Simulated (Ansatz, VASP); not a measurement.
ScAl: VASP beside Ansatz

File POSCAR:

```
ScAl
1.0
    3.3690951253      0.0000000000      0.0000000000
    0.0000000000      3.3690951253      0.0000000000
    0.0000000000      0.0000000000      3.3690951253
Sc Al
1 1
Direct
    0.4777322324      0.5000000000      0.5000000000
    0.0371019503      0.0000000000      0.0000000000
```

The input INCAR.step1:

```
SYSTEM = ScAl
PREC = Accurate
ENCUT = 520
ISMEAR = 0
SIGMA = 0.15
LREAL = .False.
LASPH = .True.
NELM = 100
NBANDS = 14
GGA = PE
ALGO = Normal
EDIFF = 1E-4
LWAVE = .True.
LCHARG = .False.
```

The input INCAR.step2:

```
SYSTEM = ScAl
PREC = Accurate
ENCUT = 520
EDIFF = 1E-6
ISMEAR = 0
SIGMA = 0.15
LREAL = .False.
LASPH = .True.
NELM = 100
ALGO = Normal
ISIF = 2
LWAVE = .False.
LCHARG = .False.
METAGGA = R2SCAN
LMIXTAU = .True.
NBANDS = 14
ISTART = 1
```

The input KPOINTS:

```
Automatic mesh
0
Gamma
  18 18 18
  0 0 0
```

Input for Ansatz:

```yaml
crystal:
  lattice:
    - [3.3690951253, 0.0, 0.0]
    - [0.0, 3.3690951253, 0.0]
    - [0.0, 0.0, 3.3690951253]
  atoms:
    - { symbol: Sc, position: [0.4777322324, 0.5, 0.5] }
    - { symbol: Al, position: [0.0371019503, 0.0, 0.0] }
basis:
  ecutwfc: 500
kpoints:
  mp_grid: { grid: [18, 18, 18] }
hamiltonian:
  xc: r2scan
scf:
  occupations: { method: gaussian, width: 0.15 }
output:
  forces: true
  stress: true
  eigenvalues: true
  write_density: true
  write_potential: true
  elf: true
  volumetric_format: npy
```

Change from the starting cell: mode 4 (294.4 1/cm) frozen in, largest displacement +0.125 Å.

Alike in both runs: task single point; functional r2SCAN; k mesh 18 × 18 × 18; occupations gaussian, width 0.15 eV; no spin polarisation.

|  | VASP | Ansatz |
| --- | --- | --- |
| version | VASP 6.6.1 | Ansatz 0.2.0 |
| potentials or method | VASP PAW PBE potentials, release 64 (Sc_sv, Al), cutoff 520 eV | scalar-relativistic, plane waves, PAW |
| valence electrons in the cell | 14 | 14 |

```tsv
	VASP	Ansatz	Ansatz less VASP
gap on the k mesh at the Fermi level (eV)	none	none	-
pressure (GPa)	1.3	1.2	-0.16
traceless stress, the component that is largest in VASP (GPa)	-0.49	-0.47	+0.016
rms of the force components (eV/Å)	0.622	0.617	-0.0041
```

VASP's potentials were made for PBE, not for r2SCAN. Atom by atom the forces differ by 0.004 eV/Å (rms over components). A gap of «none» marks a metal or a gap that the smearing closes. The functional is the same, so the differences come from potentials, cutoffs and numerics.
